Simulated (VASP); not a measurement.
# Al2Ru (I4/mmm) in VASP: notebook

The runs below take Al2Ru through single point, with r2SCAN.

All numbers are computed with VASP 6.6.1; they aren't measurements. Logs are shortened: lines on timing, memory, paths and dates and some standing lists are left out, and cuts for length are marked.

## (1) The cell of the first run

The structure is tetragonal, space group I4/mmm (No. 139). The conventional cell has a = 3.121 Å, b = 3.121 Å, c = 8.444 Å, α = 90.00°, β = 90.00°, γ = 90.00°. Within 3.4 Å of Al (site symmetry 4mm) lie 5 Ru at 2.58 to 2.88 Å and 9 Al at 2.69 to 3.12 Å. Within 3.4 Å of Ru (site symmetry 4/mmm) lie 10 Al at 2.58 to 2.88 Å and 4 Ru at 3.12 Å.

## (2) Single point, r2SCAN

POSCAR reads:

```
Al2Ru
1.0
   -1.5604216200      1.5604216200      4.2218055900
    1.5604216200     -1.5604216200      4.2218055900
    1.5604216200      1.5604216200     -4.2218055900
Al Ru
2 1
Direct
    0.6592021900      0.6592021900      0.0000000000
    0.3407978100      0.3407978100      0.0000000000
    0.0000000000      0.0000000000      0.0000000000
```

INCAR.step1 reads:

```
PREC = Accurate
ENCUT = 520
ISMEAR = 0
SIGMA = 0.1
LREAL = F
LASPH = T
NELM = 100
NBANDS = 17
GGA = PE
ALGO = Normal
EDIFF = 1E-4
LWAVE = T
LCHARG = F
```

INCAR.step2 reads:

```
PREC = Accurate
ENCUT = 520
EDIFF = 1E-6
ISMEAR = 0
SIGMA = 0.1
LREAL = F
LASPH = T
NELM = 100
ALGO = Normal
ISIF = 2
LWAVE = F
LCHARG = F
METAGGA = R2SCAN
LMIXTAU = T
NBANDS = 17
ISTART = 1
```

KPOINTS reads:

```
regular mesh
0
Gamma
  1 1 1
```

Potentials or basis: VASP PAW PBE potentials, release 64 (Al, Ru_pv).

Command:

```console
> cat potpaw_PBE.64/Al/POTCAR potpaw_PBE.64/Ru_pv/POTCAR > POTCAR
> cp INCAR.step1 INCAR
> mpirun -np 1 vasp_gam > vasp.out
> cp INCAR.step2 INCAR
> mpirun -np 1 vasp_gam > vasp.out
```

OUTCAR:

```text
PREC = Accurate
   ENCUT = 520
   EDIFF = 1E-6
   ISMEAR = 0
   LREAL = F
   LASPH = T
   NELM = 100
   ISIF = 2
   METAGGA = R2SCAN
   ISTART = 1

 ion  position               nearest neighbor table
   1  0.659  0.659  0.000-   3 2.58   3 2.58   3 2.58   3 2.58   2 2.69   2 2.69   2 2.69   2 2.69
                             2 2.69   3 2.88
   2  0.341  0.341  0.000-   3 2.58   3 2.58   3 2.58   3 2.58   1 2.69   1 2.69   1 2.69   1 2.69
                             1 2.69   3 2.88
   3  0.000  0.000  0.000-   1 2.58   1 2.58   1 2.58   2 2.58   1 2.58   2 2.58   2 2.58   2 2.58
                             1 2.88   2 2.88

  LATTYP: Found a body centered tetragonal cell.
 ALAT       =     3.1208432400
 C/A-ratio  =     2.7055544065

  Lattice vectors:

 A1 = (  -1.5604216200,   1.5604216200,   4.2218055900)
 A2 = (   1.5604216200,  -1.5604216200,   4.2218055900)
 A3 = (   1.5604216200,   1.5604216200,  -4.2218055900)

Analysis of symmetry for initial positions (statically):
=====================================================================
 Subroutine PRICEL returns:
 Original cell was already a primitive cell.

 Routine SETGRP: Setting up the symmetry group for a
 body centered tetragonal supercell.

 Subroutine GETGRP returns: Found 16 space group operations
 (whereof 16 operations were pure point group operations)
 out of a pool of 16 trial point group operations.

The static configuration has the point symmetry D_4h.

Analysis of symmetry for dynamics (positions and initial velocities):
=====================================================================
 Subroutine PRICEL returns:
 Original cell was already a primitive cell.

 Routine SETGRP: Setting up the symmetry group for a
 body centered tetragonal supercell.

 Subroutine GETGRP returns: Found 16 space group operations
 (whereof 16 operations were pure point group operations)
 out of a pool of 16 trial point group operations.

The dynamic configuration has the point symmetry D_4h.

 Subroutine INISYM returns: Found 16 space group operations
 (whereof 16 operations are pure point group operations),
 and found     1 'primitive' translations

----------------------------------------------------------------------------------------

                                     Primitive cell

  volume of cell :      41.1190

  direct lattice vectors                    reciprocal lattice vectors
    -1.560421620  1.560421620  4.221805590     0.000000000  0.320426219  0.118432739
     1.560421620 -1.560421620  4.221805590     0.320426219  0.000000000  0.118432739
     1.560421620  1.560421620 -4.221805590     0.320426219  0.320426219  0.000000000

  length of vectors
     4.763766756  4.763766756  4.763766756     0.341612757  0.341612757  0.453151105

  position of ions in fractional coordinates (direct lattice)
     0.659202190  0.659202190  0.000000000
     0.340797810  0.340797810  0.000000000
     0.000000000  0.000000000  0.000000000

  ion indices of the primitive-cell ions
   primitive index   ion index
                 1           1
                 2           2
                 3           3

----------------------------------------------------------------------------------------

 KPOINTS: regular mesh

Automatic generation of k-mesh.
 Grid dimensions read from file:
 generate k-points for:    1    1    1

 Generating k-lattice:

  Cartesian coordinates                     Fractional coordinates (reciprocal lattice)
     0.000000000  0.320426219  0.118432739     1.000000000  0.000000000  0.000000000
     0.320426219  0.000000000  0.118432739     0.000000000  1.000000000  0.000000000
     0.320426219  0.320426219  0.000000000     0.000000000  0.000000000  1.000000000

  Length of vectors
     0.341612757  0.341612757  0.453151105

  Shift w.r.t. Gamma in fractional coordinates (k-lattice)
     0.000000000  0.000000000  0.000000000

 Subroutine IBZKPT returns following result:
 ===========================================

 Found      1 irreducible k-points:

 Following reciprocal coordinates:
            Coordinates               Weight
  0.000000  0.000000  0.000000      1.000000
   k-points           NKPTS =      1   k-points in BZ     NKDIM =      1   number of bands    NBANDS=     17
   number of dos      NEDOS =    301   number of ions     NIONS =      3
   total plane-waves  NPLWV =  46656
   dimension x,y,z NGX =    36 NGY =   36 NGZ =   36
   dimension x,y,z NGXF=    72 NGYF=   72 NGZF=   72
   ions per type =               2   1
   NGX,Y,Z   is equivalent  to a cutoff of  12.56, 12.56, 12.56 a.u.
   NGXF,Y,Z  is equivalent  to a cutoff of  25.13, 25.13, 25.13 a.u.
 SYSTEM =  unknown system
   PREC   = accura    normal or accurate (medium, high low for compatibility)
   ISTART =      1    job   : 0-new  1-cont  2-samecut
   ICHARG =      0    charge: 1-file 2-atom 10-const
   ISPIN  =      1    spin polarized calculation?
   LNONCOLLINEAR =      F non collinear calculations
   LSORBIT =      F    spin-orbit coupling
   LASPH  =      T    aspherical Exc in radial PAW
   ENCUT  =  520.0 eV  38.22 Ry    6.18 a.u.   8.86  8.86  8.86*2*pi/ulx,y,z
   NELM   =    100;   NELMIN=  2; NELMDL=  0     # of ELM steps
   EDIFF  = 0.1E-05   stopping-criterion for ELM
   LREAL  =      F    real-space projection
   EDIFFG = 0.1E-04   stopping-criterion for IOM
   NSW    =      0    number of steps for IOM
   IBRION =     -1    ionic relax: 0-MD 1-quasi-New 2-CG
   NFREE  =      0    steps in history (QN), initial steepest desc. (CG)
   ISIF   =      2    stress and relaxation
   ISYM   =      2    0-nonsym 1-usesym 2-fastsym
   POTIM  = 0.5000    time-step for ionic-motion
   TEBEG  =    0.0;   TEEND  =   0.0 temperature during run
   PSTRESS=    0.0 pullay stress
   NELECT =      20.0000    total number of electrons
   NUPDOWN=      -1.0000    fix difference up-down
   EMIN   =  10.00;   EMAX   =-10.00  energy-range for DOS
   EFERMI =   0.00;   METHOD = LEGACY
   ISMEAR =     0;   SIGMA  =   0.10  broadening in eV -4-tet -1-fermi 0-gaus
   EFERMI_NEDOS =   21; number of points for ismear=-14 and -15
   IALGO  =     38    algorithm
   IMIX   =      4    mixing-type and parameters
     AMIX     =   0.40;   BMIX     =  1.00
     AMIX_MAG =   1.60;   BMIX_MAG =  1.00
  volume/ion in A,a.u.               =      13.71        92.49
  Fermi-wavevector in a.u.,A,eV,Ry     =   1.287471  2.432967 22.552766  1.657582
  Thomas-Fermi vector in A             =   2.419483
   LORBIT       =      0    0 simple, 1 ext, 2 COOP (PROOUT), +10 PAW based schemes
   METAGGA = R2SCAN    functional components
   LHFCALC =     F    Hartree Fock is set to
   AEXX    =    0.0000 exact exchange contribution
   IVDW    =     0    specifies the selected vdW correction
   LEPSILON=     F    determine dielectric tensor
   LRPA    =     F    only Hartree local field effects (RPA)
 non-spin polarized calculation
 Gauss-broadening in eV      SIGMA  =   0.10
  energy-cutoff  :      520.00
  volume of cell :       41.12
 maximum number of plane-waves:       552
 NGX is ok and might be reduce to    36
   NGX = 17   NGY = 17   NGZ = 17

 number of electron      20.0000000 magnetization

 Free energy of the ion-electron system (eV)
  ---------------------------------------------------
  ext. energy  EPLUGINS =         0.00000000
  ---------------------------------------------------
  free energy    TOTEN  =       -39.69583669 eV

  energy without entropy =      -39.69583669  energy(sigma->0) =      -39.69583669

 E-fermi :  12.3747     XC(G=0): -12.6718

 val. band max:       11.8847488043   @ k =   0.0000   0.0000   0.0000
 cond. band min:      13.9258626709   @ k =   0.0000   0.0000   0.0000
 fundamental gap:      2.0411138666
 Fermi energy:        12.3747122360

 k-point     1 :       0.0000    0.0000    0.0000
  band No.  band energies     occupation
      1     -32.0259      2.00000
      2     -30.7088      2.00000
      3     -30.7088      2.00000
      4      -1.2304      2.00000
      5       5.6873      2.00000
      6       8.3565      2.00000
[... 9 lines left out ...]
     16      17.7412      0.00000
     17      17.9115      0.00000

------------------------ aborting loop because EDIFF is reached ----------------------------------------

  FORCE on cell =-STRESS in cart. coord.  units (eV):
  Direction    XX          YY          ZZ          XY          YZ          ZX
  --------------------------------------------------------------------------------------
  -------------------------------------------------------------------------------------
  Total       -2.2250361     -2.2250361     10.7644221      0.0000000      0.0000000      0.0000000
  in kB      -86.6972882    -86.6972882    419.4296820      0.0000000      0.0000000      0.0000000
  external PRESSURE =      82.0117019 kB  Pullay stress =       0.0000000 kB

 VOLUME and BASIS-vectors are now :
 -----------------------------------------------------------------------------
  energy-cutoff  :      520.00
  volume of cell :       41.12
      direct lattice vectors                 reciprocal lattice vectors
    -1.560421620  1.560421620  4.221805590     0.000000000  0.320426219  0.118432739
     1.560421620 -1.560421620  4.221805590     0.320426219  0.000000000  0.118432739
     1.560421620  1.560421620 -4.221805590     0.320426219  0.320426219  0.000000000

 POSITION                                       TOTAL-FORCE (eV/Angst)
 -----------------------------------------------------------------------------------
      0.00000      0.00000      5.56605         0.000000      0.000000     -3.099505
      0.00000      0.00000      2.87756        -0.000000     -0.000000      3.099505
      0.00000      0.00000      0.00000        -0.000000     -0.000000     -0.000000
 -----------------------------------------------------------------------------------
    total drift:                                0.000000     -0.000000      0.000000

  FREE ENERGIE OF THE ION-ELECTRON SYSTEM (eV)
  ---------------------------------------------------
  free  energy   TOTEN  =       -39.6958366949 eV

  energy  without entropy=      -39.6958366949  energy(sigma->0) =      -39.69583669
```

Wall time 15 s (1 thread of Intel Xeon Platinum 8375C at 2.90GHz (Ice Lake), shared host); peak memory 0.21 GiB.

What came out:

```yaml
Free_energy: -39.6958 eV
Pressure: 8.2 GPa
Largest_force: 3.100 eV/Å
Band_gap_on_the_k_mesh: 2.04 eV
```

Forces in eV/Å, atoms in the order of the input:
```
Al   0.000  0.000 -3.100
Al   0.000  0.000  3.100
Ru   0.000  0.000  0.000
```

Caveat: the k points lie up to 2.85 Å⁻¹ apart; the PAW data sets were made with another functional, which shifts forces and pressure a little.

## (3) Single point, r2SCAN

POSCAR is that of step 2.

INCAR.step1, as its differences from that of step 2:

```diff
@@ -6,3 +6,3 @@
 LASPH = T
-NELM = 100
+NELM = 60
 NBANDS = 17
```

INCAR.step2 reads:

```
PREC = Accurate
ENCUT = 520
EDIFF = 1E-6
ISMEAR = 0
SIGMA = 0.1
LREAL = F
LASPH = T
NELM = 60
ALGO = Normal
ISIF = 2
LWAVE = F
LCHARG = T
METAGGA = R2SCAN
LMIXTAU = T
LELF = T
LVHAR = T
NBANDS = 17
ISTART = 1
```

KPOINTS reads:

```
regular mesh
0
Gamma
  4 4 4
```

Potentials or basis: VASP PAW PBE potentials, release 64 (Al, Ru_pv).

Command:

```console
> cat potpaw_PBE.64/Al/POTCAR potpaw_PBE.64/Ru_pv/POTCAR > POTCAR
> cp INCAR.step1 INCAR
> mpirun -np 1 vasp_std > vasp.out
> cp INCAR.step2 INCAR
> mpirun -np 1 vasp_std > vasp.out
```

Run time: 43 s. Hardware: 1 thread of Intel Xeon Platinum 8375C at 2.90GHz (Ice Lake), shared host; peak memory 0.21 GiB.

Results (log left out):

```yaml
Free_energy: -41.1116 eV
Pressure: 0.1 GPa
Largest_force: 0.070 eV/Å
Band_gap_on_the_k_mesh: 0.25 eV, indirect (least direct gap 0.84 eV)
```

Forces on the atoms (eV/Å):
```
Al   0.000  0.000  0.070
Al   0.000  0.000 -0.070
Ru   0.000  0.000  0.000
```

Stress tensor (GPa, compression positive):
```
-0.12  0.00  0.00
 0.00 -0.12  0.00
 0.00  0.00  0.63
```

Levels at points of the mesh, in eV from the valence-band top:
| k point | band 6 | band 7 | band 8 | band 9 | band 10 | band 11 | band 12 | band 13 | band 14 | band 15 |
| --- | --- | --- | --- | --- | --- | --- | --- | --- | --- | --- |
| (0.00, 0.00, 0.00) | -4.07 | -2.31 | -2.31 | -2.19 | -1.30 | 2.42 | 4.65 | 6.34 | 6.34 | 6.51 |
| (0.50, 0.00, 0.00) | -4.99 | -3.21 | -3.11 | -2.96 | -1.73 | 0.55 | 3.12 | 5.22 | 7.34 | 8.91 |
| (0.50, 0.50, 0.00) | -3.90 | -3.83 | -3.37 | -1.32 | -0.57 | 0.27 | 1.89 | 1.90 | 4.84 | 5.53 |
| (0.50, 0.50, 0.50) | -4.26 | -2.88 | -1.86 | -1.86 | -1.28 | 3.26 | 3.26 | 6.39 | 6.77 | 8.86 |

Caveat: the k points lie up to 0.71 Å⁻¹ apart; the PAW data sets were made with another functional, which shifts forces and pressure a little.

## (4) Single point, r2SCAN

POSCAR is that of step 3.

INCAR.step1 reads:

```
SYSTEM = Al2Ru
PREC = Accurate
ENCUT = 520
ISMEAR = 0
SIGMA = 0.1
LREAL = .FALSE.
LASPH = .TRUE.
NELM = 60
NBANDS = 17
GGA = PE
ALGO = Normal
EDIFF = 1E-4
LWAVE = .TRUE.
LCHARG = .FALSE.
```

INCAR.step2 reads:

```
SYSTEM = Al2Ru
PREC = Accurate
ENCUT = 520
EDIFF = 1E-6
ISMEAR = 0
SIGMA = 0.1
LREAL = .FALSE.
LASPH = .TRUE.
NELM = 60
ALGO = Normal
ISIF = 2
LWAVE = .FALSE.
LCHARG = .TRUE.
METAGGA = R2SCAN
LMIXTAU = .TRUE.
LELF = .TRUE.
LVHAR = .TRUE.
NBANDS = 17
ISTART = 1
```

KPOINTS reads:

```
Automatic mesh
0
G
  6 6 6
  0 0 0
```

Command:

```console
> cat potpaw_PBE.64/Al/POTCAR potpaw_PBE.64/Ru_pv/POTCAR > POTCAR
> cp INCAR.step1 INCAR
> mpirun -np 1 vasp_std > vasp.out
> cp INCAR.step2 INCAR
> mpirun -np 1 vasp_std > vasp.out
```

It took 75 s on 1 thread of Intel Xeon Platinum 8375C at 2.90GHz (Ice Lake), shared host; peak memory 0.22 GiB.

Results (log left out):

```yaml
Free_energy: -41.1683 eV
Pressure: 0.0 GPa
Largest_force: 0.010 eV/Å
Band_gap_on_the_k_mesh: 0.20 eV, indirect (least direct gap 0.67 eV)
```

Forces on the atoms (eV/Å):
```
Al   0.000  0.000  0.010
Al   0.000  0.000 -0.010
Ru   0.000  0.000  0.000
```

Stress tensor (GPa, compression positive):
```
-0.01  0.00  0.00
 0.00 -0.01  0.00
 0.00  0.00  0.08
```

Levels at points of the mesh, in eV from the valence-band top:
```tsv
k point	band 7	band 8	band 9	band 10	band 11	band 12	band 13	band 14
(0.00, 0.00, 0.00)	-2.04	-2.04	-1.93	-1.01	2.68	4.90	6.60	6.60
(0.50, 0.00, 0.00)	-2.94	-2.86	-2.67	-1.46	0.83	3.39	5.47	7.58
(0.50, 0.50, 0.00)	-3.56	-3.12	-1.08	-0.31	0.55	2.14	2.16	5.10
(0.50, 0.50, 0.50)	-2.61	-1.59	-1.59	-0.99	3.51	3.51	6.64	7.03
```

Caveat: the k points lie up to 0.47 Å⁻¹ apart; the PAW data sets were made with another functional, which shifts forces and pressure a little.

## (5) Single point, r2SCAN

POSCAR is that of step 4.

INCAR.step1, as its differences from that of step 4:

```diff
@@ -7,3 +7,3 @@
 LASPH = .TRUE.
-NELM = 60
+NELM = 80
 NBANDS = 17
```

INCAR.step2 reads:

```
SYSTEM = Al2Ru
PREC = Accurate
ENCUT = 520
EDIFF = 1E-6
ISMEAR = 0
SIGMA = 0.1
LREAL = .FALSE.
LASPH = .TRUE.
NELM = 80
ALGO = Normal
ISIF = 2
LWAVE = .FALSE.
LCHARG = .FALSE.
METAGGA = R2SCAN
LMIXTAU = .TRUE.
NBANDS = 17
ISTART = 1
```

KPOINTS reads:

```
Automatic mesh
0
G
  8 8 8
  0 0 0
```

Command:

```console
> cat potpaw_PBE.64/Al/POTCAR potpaw_PBE.64/Ru_pv/POTCAR > POTCAR
> cp INCAR.step1 INCAR
> mpirun -np 1 vasp_std > vasp.out
> cp INCAR.step2 INCAR
> mpirun -np 1 vasp_std > vasp.out
```

Run time: 2.8 min. Hardware: 1 thread of Intel Xeon Platinum 8375C at 2.90GHz (Ice Lake), shared host; peak memory 0.23 GiB.

Results (log left out):

```
Free energy   : -41.1741 eV
Pressure      : 0.0 GPa
Largest force : 0.016 eV/Å
```

Forces on the atoms (eV/Å):
```
Al   0.000  0.000 -0.016
Al   0.000  0.000  0.016
Ru   0.000  0.000  0.000
```

Stress tensor (GPa, compression positive):
```
 0.13  0.00  0.00
 0.00  0.13  0.00
 0.00  0.00 -0.17
```

Levels at points of the mesh, in eV from the Fermi level:
```csv
k point,band 8,band 9,band 10,band 11,band 12,band 13
"(0.00, 0.00, 0.00)",-2.26,-2.16,-1.22,2.46,4.66,6.38
"(0.50, 0.00, 0.00)",-3.08,-2.88,-1.68,0.61,3.16,5.24
"(0.50, 0.50, 0.00)",-3.35,-1.32,-0.53,0.34,1.92,1.94
"(0.50, 0.50, 0.50)",-1.81,-1.81,-1.20,3.28,3.28,6.41
```

Caveat: the PAW data sets were made with another functional, which shifts forces and pressure a little.

## (6) Overview

```csv
k mesh,gap on the mesh (eV),pressure (GPa),largest force (eV/Å)
1 × 1 × 1,2.04,8.2,3.10
4 × 4 × 4,0.25,0.1,0.07
6 × 6 × 6,0.20,0.0,0.01
8 × 8 × 8,-,0.0,0.02
```

Alike in all rows: task single point; level r2SCAN; potentials or basis VASP PAW PBE potentials, release 64 (Al, Ru_pv); no spin polarisation; cell as given; cutoff (eV) 520; smearing gaussian 0.1 eV.

Caveats: some runs use coarse meshes; the PAW data sets were made with another functional, which shifts forces and pressure a little.

Absolute energies hang on the potentials; compare differences alone.
